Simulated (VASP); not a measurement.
# BaTiO3 (P4mm) in VASP: a series of runs, part 2 of 2

VASP 6.6.1. Earlier steps stand in the parts before.

### 3 Single point, PBEsol

This run uses another cell than the first one, of 12.65 Å³/atom.

INCAR

```
SYSTEM = BaTiO3
PREC = Accurate
ENCUT = 520
EDIFF = 1E-6
ISMEAR = 0
SIGMA = 0.02
LREAL = .FALSE.
LASPH = .TRUE.
NELM = 60
ALGO = Normal
ISIF = 2
LWAVE = .FALSE.
LCHARG = .TRUE.
GGA = PS
LELF = .TRUE.
LVHAR = .TRUE.
NBANDS = 28
```

KPOINTS

```
Automatic mesh
0
G
  8 8 8
  0 0 0
```

POSCAR

```
BaTiO3
1.0
    3.9554885126      0.0000000000      0.0000000000
    0.0000000000      3.9554885126      0.0000000000
    0.0000000000      0.0000000000      4.0440396062
Ba Ti O
1 1 3
Direct
    0.5000000000      0.5000000000      0.5825208317
    0.0000000000      0.0000000000      0.0977311502
    0.0000000000      0.5000000000      0.0634795547
    0.5000000000      0.0000000000      0.0634795547
    0.0000000000      0.0000000000      0.5527858987
```

Potentials or basis: VASP PAW PBE potentials, release 64 (Ba_sv, Ti_sv, O).

Launch:

```console
$ cat potpaw_PBE.64/Ba_sv/POTCAR potpaw_PBE.64/Ti_sv/POTCAR potpaw_PBE.64/O/POTCAR > POTCAR
$ mpirun -np 1 vasp_std > vasp.out
```

OUTCAR:

```text
SYSTEM = BaTiO3
   PREC = Accurate
   ENCUT = 520
   EDIFF = 1E-6
   ISMEAR = 0
   LREAL = .FALSE.
   LASPH = .TRUE.
   NELM = 60
   ISIF = 2
   GGA = PS

 ion  position               nearest neighbor table
   1  0.500  0.500  0.583-   3 2.77   4 2.77   4 2.77   3 2.77   5 2.80   5 2.80   5 2.80   5 2.80
                             3 2.88   4 2.88   3 2.88   4 2.88   2 3.42   2 3.42   2 3.42   2 3.42
   2  0.000  0.000  0.098-   5 1.84   4 1.98   3 1.98   3 1.98   4 1.98   5 2.20   1 3.42   1 3.42
                             1 3.42   1 3.42   1 3.49   1 3.49   1 3.49   1 3.49
   3  0.000  0.500  0.063-   2 1.98   2 1.98   1 2.77   1 2.77   1 2.88   1 2.88
   4  0.500  0.000  0.063-   2 1.98   2 1.98   1 2.77   1 2.77   1 2.88   1 2.88
   5  0.000  0.000  0.553-   2 1.84   2 2.20   1 2.80   1 2.80   1 2.80   1 2.80

  LATTYP: Found a simple tetragonal cell.
 ALAT       =     3.9554885126
 C/A-ratio  =     1.0223868919

  Lattice vectors:

 A1 = (   3.9554885126,   0.0000000000,   0.0000000000)
 A2 = (   0.0000000000,   3.9554885126,   0.0000000000)
 A3 = (   0.0000000000,   0.0000000000,   4.0440396062)

Analysis of symmetry for initial positions (statically):
=====================================================================
 Subroutine PRICEL returns:
[... 176 lines left out ...]
  energy without entropy =      -41.99668948  energy(sigma->0) =      -41.99668948

 E-fermi :   4.0091     XC(G=0): -11.5769

 val. band max:        3.8945372456   @ k =   0.5000   0.5000   0.5000
 cond. band min:       5.6761419583   @ k =   0.0000   0.0000   0.0000
 fundamental gap:      1.7816047127
 Fermi energy:         4.0090691330

 k-point     1 :       0.0000    0.0000    0.0000
  band No.  band energies     occupation
      1     -52.3446      2.00000
      2     -28.7522      2.00000
      3     -28.6797      2.00000
      4     -28.6797      2.00000
      5     -20.9631      2.00000
      6     -13.0484      2.00000
[... 733 lines left out ...]
     27      11.7276      0.00000
     28      12.5971      0.00000

 [... further k-points ...]
[... 5 lines left out ...]
  --------------------------------------------------------------------------------------
  -------------------------------------------------------------------------------------
  Total        0.7622785      0.7622785      0.7838319      0.0000000      0.0000000      0.0000000
  in kB       19.3022799     19.3022799     19.8480508      0.0000000      0.0000000      0.0000000
  external PRESSURE =      19.4842035 kB  Pullay stress =       0.0000000 kB

 VOLUME and BASIS-vectors are now :
 -----------------------------------------------------------------------------
  energy-cutoff  :      520.00
  volume of cell :       63.27
      direct lattice vectors                 reciprocal lattice vectors
     3.955488513  0.000000000  0.000000000     0.252813274  0.000000000  0.000000000
     0.000000000  3.955488513  0.000000000     0.000000000  0.252813274  0.000000000
     0.000000000  0.000000000  4.044039606     0.000000000  0.000000000  0.247277499

 POSITION                                       TOTAL-FORCE (eV/Angst)
 -----------------------------------------------------------------------------------
      1.97774      1.97774      2.35574         0.000000      0.000000     -0.034794
      0.00000      0.00000      0.39523         0.000000     -0.000000     -0.052659
      0.00000      1.97774      0.25671         0.000000     -0.000000      0.017420
      1.97774      0.00000      0.25671         0.000000     -0.000000      0.017420
      0.00000      0.00000      2.23549         0.000000     -0.000000      0.052613
 -----------------------------------------------------------------------------------
    total drift:                                0.000000      0.000000     -0.000078

  FREE ENERGIE OF THE ION-ELECTRON SYSTEM (eV)
  ---------------------------------------------------
  free  energy   TOTEN  =       -41.9966894789 eV

  energy  without entropy=      -41.9966894789  energy(sigma->0) =      -41.99668948
```

OSZICAR:

```text
N       E                     dE             d eps       ncg     rms          rms(c)
DAV:   1     0.421734153860E+03    0.42173E+03   -0.19511E+04  4200   0.152E+03
DAV:   2    -0.736985266120E+01   -0.42910E+03   -0.40901E+03  4780   0.420E+02
DAV:   3    -0.503373390772E+02   -0.42967E+02   -0.42618E+02  5936   0.133E+02
DAV:   4    -0.520135123894E+02   -0.16762E+01   -0.16721E+01  6272   0.234E+01
DAV:   5    -0.520400839682E+02   -0.26572E-01   -0.26565E-01  5760   0.267E+00    0.235E+01
DAV:   6    -0.422059997066E+02    0.98341E+01   -0.51792E+01  6000   0.668E+01    0.989E+00
DAV:   7    -0.421502210958E+02    0.55779E-01   -0.91384E+00  5624   0.220E+01    0.713E+00
DAV:   8    -0.419896486816E+02    0.16057E+00   -0.85587E-01  5184   0.885E+00    0.273E+00
DAV:   9    -0.420150785650E+02   -0.25430E-01   -0.20526E-01  5600   0.292E+00    0.125E+00
DAV:  10    -0.419972240434E+02    0.17855E-01   -0.10247E-01  5128   0.325E+00    0.243E-01
DAV:  11    -0.419967253664E+02    0.49868E-03   -0.40359E-03  5268   0.484E-01    0.636E-02
DAV:  12    -0.419967109117E+02    0.14455E-04   -0.22932E-04  5012   0.135E-01    0.339E-02
DAV:  13    -0.419966914448E+02    0.19467E-04   -0.18167E-04  5396   0.135E-01    0.183E-02
DAV:  14    -0.419966894634E+02    0.19815E-05   -0.26560E-05  5152   0.372E-02    0.644E-03
DAV:  15    -0.419966894789E+02   -0.15515E-07   -0.22101E-06  4004   0.998E-03
   1 F= -.41996689E+02 E0= -.41996689E+02  d E =-.126330E-18
```

Wall time 3.4 min (1 thread of Intel Xeon 8259CL, shared host); peak memory 0.27 GiB.

What came out:

```
Free energy            : -41.9967 eV
Pressure               : 1.9 GPa
Largest force          : 0.053 eV/Å
Band gap on the k mesh : 1.78 eV (least direct gap 2.19 eV)
```

Forces on the atoms (eV/Å):
```
Ba   0.000  0.000 -0.035
Ti   0.000  0.000 -0.053
O    0.000  0.000  0.017
O    0.000  0.000  0.017
O    0.000  0.000  0.053
```

Levels at points of the mesh, in eV from the valence-band top:
```csv
k point,band 18,band 19,band 20,band 21,band 22,band 23
"(0.00, 0.00, 0.00)",-0.50,-0.41,-0.41,1.78,2.17,2.17
"(0.50, 0.00, 0.00)",-1.78,-1.20,-1.02,2.30,3.61,3.67
"(0.50, 0.50, 0.00)",-1.03,-1.03,-0.08,3.70,3.70,4.07
"(0.00, 0.00, 0.50)",-2.07,-0.73,-0.73,1.94,3.62,3.62
"(0.50, 0.00, 0.50)",-1.00,-0.97,-0.31,3.64,3.64,3.98
"(0.50, 0.50, 0.50)",-0.22,-0.22,0.00,4.26,4.26,4.31
```

Caveat: the PAW data sets were made with another functional, which shifts forces and pressure a little; spin-orbit coupling is left out, which moves the levels of the heavy elements. A k mesh can miss the band edges.

### 4 Single point, PBEsol (biaxial strain in the a-b plane: +1.5 %, then relaxed in part)

INCAR

```
PREC = Accurate
ENCUT = 520
EDIFF = 1E-6
ISMEAR = 0
SIGMA = 0.02
LREAL = False
LASPH = True
NELM = 60
ALGO = Normal
ISIF = 2
LWAVE = False
LCHARG = False
GGA = PS
NBANDS = 28
```

KPOINTS

```
regular mesh
0
Gamma
  8 8 8
```

POSCAR

```
BaTiO3
1.0
    4.0148208403      0.0000000000      0.0000000000
    0.0000000000      4.0148208403      0.0000000000
    0.0000000000      0.0000000000      3.9749855364
Ba Ti O
1 1 3
Direct
    0.5000000000      0.5000000000      0.5792815387
    0.0000000000      0.0000000000      0.0915292544
    0.0000000000      0.5000000000      0.0656373944
    0.5000000000      0.0000000000      0.0656373944
    0.0000000000      0.0000000000      0.5579114081
```

Launch:

```console
$ cat potpaw_PBE.64/Ba_sv/POTCAR potpaw_PBE.64/Ti_sv/POTCAR potpaw_PBE.64/O/POTCAR > POTCAR
$ mpirun -np 1 vasp_std > vasp.out
```

Run time: 3.2 min. Hardware: 1 thread of Intel Xeon 8259CL, shared host; peak memory 0.27 GiB.

Results (log left out):

* Free energy: -41.9828 eV
* Pressure: -1.1 GPa
* Largest force: 0.046 eV/Å
* Band gap on the k mesh: 1.74 eV (least direct gap 2.03 eV)

Forces in eV/Å, atoms in the order of the input:
```
Ba   0.000  0.000 -0.025
Ti   0.000  0.000 -0.045
O    0.000  0.000  0.012
O    0.000  0.000  0.012
O    0.000  0.000  0.046
```

Stress tensor (GPa, compression positive):
```
-2.56  0.00  0.00
 0.00 -2.56  0.00
 0.00  0.00  1.97
```

Levels at points of the mesh, in eV from the valence-band top:
```
           k point  band 16  band 17  band 18  band 19  band 20  band 21  band 22  band 23  band 24  band 25
(0.00, 0.00, 0.00)    -1.30    -1.10    -0.30    -0.29    -0.29     1.74     2.02     2.02     4.00     4.23
(0.50, 0.00, 0.00)    -1.96    -1.79    -1.68    -0.96    -0.86     2.15     3.49     3.55     4.15     5.92
(0.50, 0.50, 0.00)    -2.72    -1.78    -1.07    -1.07    -0.10     3.56     3.56     3.92     4.87     7.63
(0.00, 0.00, 0.50)    -2.10    -1.99    -1.95    -0.71    -0.71     1.92     3.69     3.69     4.00     6.14
(0.50, 0.00, 0.50)    -2.72    -1.73    -0.85    -0.84    -0.16     3.52     3.70     4.00     4.84     7.69
(0.50, 0.50, 0.50)    -2.53    -2.33    -0.07    -0.07     0.00     4.18     4.26     4.26     6.43     6.65
```

Caveat: the cell differs from its parent crystal (biaxial strain in the a-b plane: +1.5 %, then relaxed in part); the PAW data sets were made with another functional, which shifts forces and pressure a little; spin-orbit coupling is left out, which moves the levels of the heavy elements. A k mesh can miss the band edges.

### 5 Overview

```csv
cell,gap on the mesh (eV),pressure (GPa),largest force (eV/Å)
"a = 3.896, b = 3.896, c = 4.080 Å, 5 atoms, atomic positions A",1.81,6.2,0.11
"a = 3.955, b = 3.955, c = 4.044 Å, 5 atoms, atomic positions A",1.78,1.9,0.05
"a = 4.015, b = 4.015, c = 3.975 Å, 5 atoms, atomic positions B",1.74,-1.1,0.05
```

Alike in all rows: task single point; level PBEsol; potentials or basis VASP PAW PBE potentials, release 64 (Ba_sv, Ti_sv, O); no spin polarisation; k mesh 8 × 8 × 8; cutoff (eV) 520; smearing gaussian 0.02 eV.

Caveats: the PAW data sets were made with another functional, which shifts forces and pressure a little; spin-orbit coupling is left out, which moves the levels of the heavy elements; the stress differs along the axes, from 3 to 8 GPa (at least some runs).

Absolute energies hang on the potentials; compare differences alone.
